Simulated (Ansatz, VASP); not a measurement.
## BaRe in VASP and in Ansatz

```
CELL_PARAMETERS angstrom
3.61527 0.00000 0.00000
0.00000 3.61527 0.00000
0.00000 0.00000 3.61527
ATOMIC_POSITIONS crystal
Ba 0.00000 0.00000 0.00000
Re 0.50000 0.50000 0.50000
```

Alike in both runs: task single point; functional PBEsol; k mesh 8 × 8 × 8; occupations gaussian, width 0.05 eV; no spin polarisation.

|  | VASP | Ansatz |
| --- | --- | --- |
| version | VASP 6.6.1 | Ansatz 0.2.0 |
| potentials or method | VASP PAW PBE potentials, release 64 (Ba_sv, Re), cutoff 520 eV | scalar-relativistic, plane waves, PAW |
| valence electrons in the cell | 17 | 25 |

```tsv
	VASP	Ansatz	Ansatz less VASP
gap on the k mesh at the Fermi level (eV)	none	none	-
pressure (GPa)	2.6	0.1	-2.56
```

VASP's potentials were made for PBE, not for PBEsol. A gap of «none» marks a metal or a gap that the smearing closes. VASP's potentials hold 17 valence electrons a cell and Ansatz's 25, so a difference there can come from the potentials and not from the codes.

Spin-orbit coupling is off throughout.
